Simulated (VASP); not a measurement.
# GaAs (I-4m2) in VASP: notebook

Runs on GaAs. Level: PBE. Tasks: single point.

Everything below comes from runs of VASP 6.6.1. Logs are shortened: lines on timing, memory, paths and dates and some standing lists are left out, and cuts for length are marked.

## (1) The cell of the first run

The structure is tetragonal, space group I-4m2 (No. 119). Conventional cell: a = 3.898 Å, b = 3.898 Å, c = 5.936 Å, α = 90.00°, β = 90.00°, γ = 90.00°. Ga (site symmetry -4m2) has 4 As at 2.45 Å within 3.2 Å. As (site symmetry -4m2) has 4 Ga at 2.45 Å within 3.2 Å.

## (2) Single point, PBE (strain -0.025 along x and y, +0.050 along z)

Input file INCAR:

```
  PREC = Accurate
  ENCUT = 520
  EDIFF = 1E-6
  ISMEAR = 0
  SIGMA = 0.05
  LREAL = False
  LASPH = True
  NELM = 80
  ALGO = Normal
  ISIF = 2
  LWAVE = False
  LCHARG = False
  GGA = PE
  NBANDS = 16
```

Input file KPOINTS:

```
regular mesh
0
Gamma
  10 10 10
```

Input file POSCAR:

```
GaAs
1.0
    0.0000000000      2.7561787500      2.9681925000
    2.7561787500      0.0000000000      2.9681925000
    2.7561787500      2.7561787500      0.0000000000
Ga As
1 1
Direct
    0.0000000000      0.0000000000      0.0000000000
    0.7500000000      0.7500000000      0.7500000000
```

Potentials or basis: VASP PAW PBE potentials, release 64 (Ga_d, As).

On the command line:

```bash
cat potpaw_PBE.64/Ga_d/POTCAR potpaw_PBE.64/As/POTCAR > POTCAR
mpirun -np 1 vasp_std > vasp.out
```

OUTCAR:

```text
PREC = Accurate
   ENCUT = 520
   EDIFF = 1E-6
   ISMEAR = 0
   LREAL = False
   LASPH = True
   NELM = 80
   ISIF = 2
   GGA = PE

 ion  position               nearest neighbor table
   1  0.000  0.000  0.000-   2 2.45   2 2.45   2 2.45   2 2.45
   2  0.750  0.750  0.750-   1 2.45   1 2.45   1 2.45   1 2.45

  LATTYP: Found a body centered tetragonal cell.
 ALAT       =     3.8978253686
 C/A-ratio  =     1.5229992210

  Lattice vectors:

 A1 = (  -2.7561787500,   0.0000000000,   2.9681925000)
 A2 = (   2.7561787500,   0.0000000000,   2.9681925000)
 A3 = (   0.0000000000,   2.7561787500,  -2.9681925000)

Analysis of symmetry for initial positions (statically):
=====================================================================
 Subroutine PRICEL returns:
 Original cell was already a primitive cell.

 Routine SETGRP: Setting up the symmetry group for a
 body centered tetragonal supercell.

 Subroutine GETGRP returns: Found  8 space group operations
 (whereof  8 operations were pure point group operations)
 out of a pool of 16 trial point group operations.

The static configuration has the point symmetry D_2d.

Analysis of symmetry for dynamics (positions and initial velocities):
=====================================================================
 Subroutine PRICEL returns:
 Original cell was already a primitive cell.

 Routine SETGRP: Setting up the symmetry group for a
 body centered tetragonal supercell.

 Subroutine GETGRP returns: Found  8 space group operations
 (whereof  8 operations were pure point group operations)
 out of a pool of 16 trial point group operations.

The dynamic configuration has the point symmetry D_2d.

 Subroutine INISYM returns: Found  8 space group operations
 (whereof  8 operations are pure point group operations),
 and found     1 'primitive' translations

----------------------------------------------------------------------------------------

                                     Primitive cell

  volume of cell :      45.0959

  direct lattice vectors                    reciprocal lattice vectors
     0.000000000  2.756178750  2.968192500    -0.181410585  0.181410585  0.168452686
[... 68 lines left out ...]
   k-points           NKPTS =    102   k-points in BZ     NKDIM =    102   number of bands    NBANDS=     16
   number of dos      NEDOS =    301   number of ions     NIONS =      2
   total plane-waves  NPLWV =  27000
   dimension x,y,z NGX =    30 NGY =   30 NGZ =   30
   dimension x,y,z NGXF=    60 NGYF=   60 NGZF=   60
   ions per type =               1   1
   NGX,Y,Z   is equivalent  to a cutoff of  12.31, 12.31, 12.80 a.u.
   NGXF,Y,Z  is equivalent  to a cutoff of  24.63, 24.63, 25.59 a.u.
 SYSTEM =  unknown system
   PREC   = accura    normal or accurate (medium, high low for compatibility)
   ISTART =      0    job   : 0-new  1-cont  2-samecut
   ICHARG =      2    charge: 1-file 2-atom 10-const
   ISPIN  =      1    spin polarized calculation?
   LNONCOLLINEAR =      F non collinear calculations
   LSORBIT =      F    spin-orbit coupling
   LASPH  =      T    aspherical Exc in radial PAW
   ENCUT  =  520.0 eV  38.22 Ry    6.18 a.u.   7.53  7.53  7.25*2*pi/ulx,y,z
   NELM   =     80;   NELMIN=  2; NELMDL= -5     # of ELM steps
   EDIFF  = 0.1E-05   stopping-criterion for ELM
   LREAL  =      F    real-space projection
[... 7 lines left out ...]
   TEBEG  =    0.0;   TEEND  =   0.0 temperature during run
   PSTRESS=    0.0 pullay stress
   NELECT =      18.0000    total number of electrons
   NUPDOWN=      -1.0000    fix difference up-down
   EMIN   =  10.00;   EMAX   =-10.00  energy-range for DOS
   EFERMI =   0.00;   METHOD = LEGACY
   ISMEAR =     0;   SIGMA  =   0.05  broadening in eV -4-tet -1-fermi 0-gaus
   EFERMI_NEDOS =   21; number of points for ismear=-14 and -15
   IALGO  =     38    algorithm
   IMIX   =      4    mixing-type and parameters
     AMIX     =   0.40;   BMIX     =  1.00
     AMIX_MAG =   1.60;   BMIX_MAG =  1.00
  volume/ion in A,a.u.               =      22.55       152.16
  Fermi-wavevector in a.u.,A,eV,Ry     =   1.205369  2.277817 19.768105  1.452915
  Thomas-Fermi vector in A             =   2.341067
   LORBIT       =      0    0 simple, 1 ext, 2 COOP (PROOUT), +10 PAW based schemes
   GGA     = PE    functional components
   LHFCALC =     F    Hartree Fock is set to
   AEXX    =    0.0000 exact exchange contribution
   IVDW    =     0    specifies the selected vdW correction
   LEPSILON=     F    determine dielectric tensor
   LRPA    =     F    only Hartree local field effects (RPA)
 non-spin polarized calculation
 Gauss-broadening in eV      SIGMA  =   0.05
  energy-cutoff  :      520.00
  volume of cell :       45.10
 maximum number of plane-waves:      1234
   NGX = 15   NGY = 15   NGZ = 15

 number of electron      17.9999999 magnetization

 Free energy of the ion-electron system (eV)
  ---------------------------------------------------
  ext. energy  EPLUGINS =         0.00000000
  ---------------------------------------------------
  free energy    TOTEN  =        -8.21583926 eV

  energy without entropy =       -8.21583925  energy(sigma->0) =       -8.21583926

 E-fermi :   4.2743     XC(G=0):  -9.6028

 val. band max:        4.1070845141   @ k =   0.0000   0.0000   0.0000
 cond. band min:       4.4365157707   @ k =   0.0000   0.0000   0.0000
 fundamental gap:      0.3294312566
 Fermi energy:         4.2743407404

 k-point     1 :       0.0000    0.0000    0.0000
  band No.  band energies     occupation
      1     -10.8768      2.00000
      2     -10.8573      2.00000
      3     -10.8573      2.00000
      4     -10.7913      2.00000
      5     -10.7815      2.00000
      6      -8.7778      2.00000
[... 433 lines left out ...]
      3     -10.8225      2.00000
      4     -10.7923      2.00000
      5     -10.7847      2.00000
      6      -7.1632      2.00000
[... 8 lines left out ...]
     15      16.4447      0.00000
     16      16.4834      0.00000

 [... further k-points ...]
[... 5 lines left out ...]
  --------------------------------------------------------------------------------------
  -------------------------------------------------------------------------------------
  Total        1.4614362      1.4614362      0.0574922      0.0000000      0.0000000      0.0000000
  in kB       51.9222655     51.9222655      2.0425957      0.0000000      0.0000000      0.0000000
  external PRESSURE =      35.2957089 kB  Pullay stress =       0.0000000 kB

 VOLUME and BASIS-vectors are now :
 -----------------------------------------------------------------------------
  energy-cutoff  :      520.00
  volume of cell :       45.10
      direct lattice vectors                 reciprocal lattice vectors
     0.000000000  2.756178750  2.968192500    -0.181410585  0.181410585  0.168452686
     2.756178750  0.000000000  2.968192500     0.181410585 -0.181410585  0.168452686
     2.756178750  2.756178750  0.000000000     0.181410585  0.181410585 -0.168452686

 POSITION                                       TOTAL-FORCE (eV/Angst)
 -----------------------------------------------------------------------------------
      0.00000      0.00000      0.00000        -0.000000      0.000000     -0.000000
      4.13427      4.13427      4.45229         0.000000     -0.000000      0.000000
 -----------------------------------------------------------------------------------
    total drift:                               -0.000001     -0.000001     -0.000002

  FREE ENERGIE OF THE ION-ELECTRON SYSTEM (eV)
  ---------------------------------------------------
  free  energy   TOTEN  =        -8.2158392558 eV

  energy  without entropy=       -8.2158392542  energy(sigma->0) =       -8.21583926
```

OSZICAR:

```text
N       E                     dE             d eps       ncg     rms          rms(c)
DAV:   1     0.839723652900E+02    0.83972E+02   -0.89414E+03  3328   0.155E+03
DAV:   2    -0.173999072415E+01   -0.85712E+02   -0.81550E+02  3728   0.311E+02
DAV:   3    -0.827851090878E+01   -0.65385E+01   -0.65156E+01  4096   0.666E+01
DAV:   4    -0.837652460692E+01   -0.98014E-01   -0.98003E-01  3960   0.901E+00
DAV:   5    -0.837791024625E+01   -0.13856E-02   -0.13856E-02  4200   0.962E-01    0.290E+00
DAV:   6    -0.823460781413E+01    0.14330E+00   -0.21500E-01  4976   0.797E+00    0.175E+00
DAV:   7    -0.821460785898E+01    0.20000E-01   -0.63988E-02  4064   0.184E+00    0.563E-01
DAV:   8    -0.821534230919E+01   -0.73445E-03   -0.10195E-02  4008   0.113E+00    0.110E-01
DAV:   9    -0.821572848438E+01   -0.38618E-03   -0.92323E-04  4032   0.348E-01    0.498E-02
DAV:  10    -0.821579132326E+01   -0.62839E-04   -0.69947E-05  4600   0.887E-02    0.269E-02
DAV:  11    -0.821583898853E+01   -0.47665E-04   -0.66869E-05  3808   0.618E-02    0.294E-03
DAV:  12    -0.821583925578E+01   -0.26725E-06   -0.10696E-06  3272   0.152E-02
   1 F= -.82158393E+01 E0= -.82158393E+01  d E =-.154053E-08
```

stdout:

```text
POSCAR found type information on POSCAR GaAs
 POSCAR found :  2 types and       2 ions
 scaLAPACK will be used
 LDA part: xc-table for (Slater+PW92), standard interpolation
 POSCAR, INCAR and KPOINTS ok, starting setup
 FFT: planning ... GRIDC
 FFT: planning ... GRID_SOFT
 FFT: planning ... GRID
 WAVECAR not read
 entering main loop
```

Wall time 84 s (1 thread of Intel Xeon 8259CL, shared host); peak memory 0.22 GiB.

What came out:

* Free energy: -8.2158 eV
* Pressure: 3.5 GPa
* Band gap on the k mesh: 0.33 eV

Levels at points of the mesh, in eV from the valence-band top:
| k point | band 5 | band 6 | band 7 | band 8 | band 9 | band 10 | band 11 | band 12 | band 13 | band 14 |
| --- | --- | --- | --- | --- | --- | --- | --- | --- | --- | --- |
| (0.00, 0.00, 0.00) | -14.89 | -12.88 | -0.48 | 0.00 | 0.00 | 0.33 | 3.54 | 3.54 | 3.74 | 7.44 |
| (0.50, 0.00, 0.00) | -14.88 | -11.11 | -6.80 | -1.61 | -0.98 | 0.75 | 4.35 | 4.74 | 7.65 | 10.12 |
| (0.50, 0.50, 0.00) | -14.89 | -10.56 | -7.27 | -2.49 | -2.49 | 1.64 | 1.97 | 9.98 | 9.98 | 10.42 |
| (0.50, 0.00, 0.50) | -14.87 | -10.28 | -6.82 | -3.00 | -2.96 | 1.16 | 1.28 | 9.55 | 9.93 | 10.80 |

Caveat: the cell differs from its parent crystal (strain -0.025 along x and y, +0.050 along z); the cell stands under pressure.

## (3) Single point, PBE (strain +0.025 along x and y, -0.050 along z)

Input file INCAR:

```
PREC = Accurate
ENCUT = 520
EDIFF = 1E-6
ISMEAR = 0
SIGMA = 0.05
LREAL = False
LASPH = True
NELM = 100
ALGO = Normal
ISIF = 2
LWAVE = False
LCHARG = False
GGA = PE
NBANDS = 16
```

Input file KPOINTS:

```
Automatic mesh
0
Gamma
  10 10 10
```

Input file POSCAR:

```
GaAs
1.0
    0.0000000000      2.8975212500      2.6855075000
    2.8975212500      0.0000000000      2.6855075000
    2.8975212500      2.8975212500      0.0000000000
Ga As
1 1
Direct
    0.0000000000      0.0000000000      0.0000000000
    0.7500000000      0.7500000000      0.7500000000
```

Potentials or basis: VASP PAW PBE potentials, release 64 (Ga_d, As).

On the command line:

```bash
cat potpaw_PBE.64/Ga_d/POTCAR potpaw_PBE.64/As/POTCAR > POTCAR
mpirun -np 1 vasp_std > vasp.out
```

OUTCAR:

```text
PREC = Accurate
   ENCUT = 520
   EDIFF = 1E-6
   ISMEAR = 0
   LREAL = False
   LASPH = True
   NELM = 100
   ISIF = 2
   GGA = PE

 ion  position               nearest neighbor table
   1  0.000  0.000  0.000-   2 2.45   2 2.45   2 2.45   2 2.45
   2  0.750  0.750  0.750-   1 2.45   1 2.45   1 2.45   1 2.45

  LATTYP: Found a body centered tetragonal cell.
 ALAT       =     4.0977138490
 C/A-ratio  =     1.3107345212

  Lattice vectors:

 A1 = (   0.0000000000,  -2.8975212500,  -2.6855075000)
 A2 = (   0.0000000000,   2.8975212500,  -2.6855075000)
 A3 = (   2.8975212500,   0.0000000000,   2.6855075000)

Analysis of symmetry for initial positions (statically):
=====================================================================
 Subroutine PRICEL returns:
 Original cell was already a primitive cell.

 Routine SETGRP: Setting up the symmetry group for a
 body centered tetragonal supercell.

 Subroutine GETGRP returns: Found  8 space group operations
 (whereof  8 operations were pure point group operations)
 out of a pool of 16 trial point group operations.

The static configuration has the point symmetry D_2d.

[... 161 lines left out ...]
 E-fermi :   4.3247     XC(G=0):  -9.6038

 val. band max:        4.2045038445   @ k =   0.0000   0.0000   0.0000
 cond. band min:       4.4448866367   @ k =   0.0000   0.0000   0.0000
 fundamental gap:      0.2403827922
 Fermi energy:         4.3246954073

 k-point     1 :       0.0000    0.0000    0.0000
  band No.  band energies     occupation
      1     -10.8695      2.00000
      2     -10.8695      2.00000
      3     -10.8511      2.00000
      4     -10.7931      2.00000
      5     -10.7789      2.00000
      6      -8.7776      2.00000
[... 433 lines left out ...]
      3     -10.8303      2.00000
      4     -10.8145      2.00000
      5     -10.7656      2.00000
      6      -6.9129      2.00000
[... 8 lines left out ...]
     15      15.9536      0.00000
     16      17.1840      0.00000

 [... further k-points ...]

------------------------ aborting loop because EDIFF is reached ----------------------------------------

  FORCE on cell =-STRESS in cart. coord.  units (eV):
  Direction    XX          YY          ZZ          XY          YZ          ZX
  --------------------------------------------------------------------------------------
  -------------------------------------------------------------------------------------
  Total        0.6310664      0.6310664      1.6982074      0.0000000      0.0000000      0.0000000
  in kB       22.4220850     22.4220850     60.3381064      0.0000000      0.0000000      0.0000000
  external PRESSURE =      35.0607588 kB  Pullay stress =       0.0000000 kB

 VOLUME and BASIS-vectors are now :
 -----------------------------------------------------------------------------
  energy-cutoff  :      520.00
  volume of cell :       45.09
      direct lattice vectors                 reciprocal lattice vectors
     0.000000000  2.897521250  2.685507500    -0.172561288  0.172561288  0.186184548
     2.897521250  0.000000000  2.685507500     0.172561288 -0.172561288  0.186184548
     2.897521250  2.897521250  0.000000000     0.172561288  0.172561288 -0.186184548

 POSITION                                       TOTAL-FORCE (eV/Angst)
 -----------------------------------------------------------------------------------
      0.00000      0.00000      0.00000        -0.000000     -0.000000      0.000000
      4.34628      4.34628      4.02826         0.000000      0.000000     -0.000000
 -----------------------------------------------------------------------------------
    total drift:                               -0.000002     -0.000002     -0.000002

  FREE ENERGIE OF THE ION-ELECTRON SYSTEM (eV)
  ---------------------------------------------------
  free  energy   TOTEN  =        -8.2203696574 eV

  energy  without entropy=       -8.2203694829  energy(sigma->0) =       -8.22036957
```

It took 84 s on 1 thread of Intel Xeon 8259CL, shared host; peak memory 0.22 GiB.

Results:

- Free energy: -8.2204 eV
- Pressure: 3.5 GPa
- Band gap on the k mesh: 0.24 eV

Stress tensor (GPa, compression positive):
```
2.24 0.00 0.00
0.00 2.24 0.00
0.00 0.00 6.03
```

Caveat: the cell differs from its parent crystal (strain +0.025 along x and y, -0.050 along z); the cell stands under pressure. A k mesh can miss the band edges.

## (4) Single point, PBE (strain +0.025 along x and y, -0.025 along z)

Input file INCAR:

```
PREC = Accurate
ENCUT = 520
EDIFF = 1E-6
ISMEAR = 0
SIGMA = 0.05
LREAL = F
LASPH = T
NELM = 80
ALGO = Normal
ISIF = 2
LWAVE = F
LCHARG = F
GGA = PE
NBANDS = 16
```

KPOINTS is that of step 3.

Input file POSCAR:

```
GaAs
1.0
    0.0000000000      2.8975212500      2.7561787500
    2.8975212500      0.0000000000      2.7561787500
    2.8975212500      2.8975212500      0.0000000000
Ga As
1 1
Direct
    0.0000000000      0.0000000000      0.0000000000
    0.7500000000      0.7500000000      0.7500000000
```

On the command line:

```bash
cat potpaw_PBE.64/Ga_d/POTCAR potpaw_PBE.64/As/POTCAR > POTCAR
mpirun -np 1 vasp_std > vasp.out
```

Wall time 79 s (1 thread of Intel Xeon 8259CL, shared host); peak memory 0.22 GiB.

The run converged. Its results:

```
Free energy            : -8.2555 eV
Pressure               : 1.7 GPa
Band gap on the k mesh : 0.15 eV
```

Stress tensor (GPa, compression positive):
```
0.80 0.00 0.00
0.00 0.80 0.00
0.00 0.00 3.44
```

Levels at points of the mesh, in eV from the valence-band top:
```tsv
k point	band 6	band 7	band 8	band 9	band 10	band 11	band 12	band 13
(0.00, 0.00, 0.00)	-12.72	-0.26	-0.26	0.00	0.15	3.48	3.61	3.61
(0.50, 0.00, 0.00)	-11.03	-6.68	-1.46	-1.09	0.73	4.29	4.66	7.58
(0.50, 0.50, 0.00)	-10.21	-6.68	-2.97	-2.97	1.15	1.19	9.81	9.81
(0.50, 0.00, 0.50)	-10.38	-6.97	-2.66	-2.63	1.44	1.65	9.54	9.81
```

Caveat: the cell differs from its parent crystal (strain +0.025 along x and y, -0.025 along z).

## (5) Single point, PBE (strain +0.050 along x and y, -0.050 along z)

Input file INCAR:

```
SYSTEM = GaAs
ALGO = Normal ; EDIFF = 1E-6
ENCUT = 520 ; GGA = PE
ISIF = 2 ; ISMEAR = 0
LASPH = .True. ; LCHARG = .False.
LREAL = .False. ; LWAVE = .False.
NBANDS = 16 ; NELM = 60
PREC = Accurate ; SIGMA = 0.05
```

Input file KPOINTS:

```
k-points
0
Gamma
  10 10 10
  0 0 0
```

Input file POSCAR:

```
GaAs
1.0
    0.0000000000      2.9681925000      2.6855075000
    2.9681925000      0.0000000000      2.6855075000
    2.9681925000      2.9681925000      0.0000000000
Ga As
1 1
Direct
    0.0000000000      0.0000000000      0.0000000000
    0.7500000000      0.7500000000      0.7500000000
```

On the command line:

```bash
cat potpaw_PBE.64/Ga_d/POTCAR potpaw_PBE.64/As/POTCAR > POTCAR
mpirun -np 1 vasp_std > vasp.out
```

It took 1.7 min on 1 thread of Intel Xeon 8259CL, shared host; peak memory 0.23 GiB.

Results (log left out):

| Property | Result |
| --- | --- |
| Free energy | -8.2254 eV |
| Pressure | 0.2 GPa |
| Band gap on the k mesh | 0.20 eV |

Stress tensor (GPa, compression positive):
```
-1.39  0.00  0.00
 0.00 -1.39  0.00
 0.00  0.00  3.31
```

Levels at points of the mesh, in eV from the valence-band top:
```
           k point  band 6  band 7  band 8  band 9  band 10  band 11  band 12  band 13
(0.00, 0.00, 0.00)  -12.50   -0.27   -0.27    0.00     0.20     3.49     3.75     3.75
(0.50, 0.00, 0.00)  -10.87   -6.49   -1.53   -0.83     0.64     4.20     4.97     7.69
(0.50, 0.50, 0.00)   -9.98   -6.32   -3.02   -3.02     0.98     1.10     9.69     9.69
(0.50, 0.00, 0.50)  -10.31   -6.88   -2.41   -2.35     1.65     1.88     9.04     9.48
```

Caveat: the cell differs from its parent crystal (strain +0.050 along x and y, -0.050 along z). A k mesh can miss the band edges.

## (6) The runs side by side

```tsv
cell	gap on the mesh (eV)	pressure (GPa)
a = 4.051, b = 4.051, c = 3.898 Å, angles 61.2, 61.2, 57.5°, 2 atoms	0.33	3.5
a = 3.951, b = 3.951, c = 4.098 Å, angles 58.8, 58.8, 62.5°, 2 atoms	0.24	3.5
a = 3.999, b = 3.999, c = 4.098 Å, angles 59.2, 59.2, 61.6°, 2 atoms	0.15	1.7
a = 4.003, b = 4.003, c = 4.198 Å, angles 58.4, 58.4, 63.2°, 2 atoms	0.20	0.2
```

Alike in all rows: task single point; level PBE; potentials or basis VASP PAW PBE potentials, release 64 (Ga_d, As); no spin polarisation; k mesh 10 × 10 × 10; cutoff (eV) 520; smearing gaussian 0.05 eV.

Caveats: the cell stands under pressure (at least some runs).

Total energies depend on the potentials used, so only differences within one code and one set of settings carry meaning.
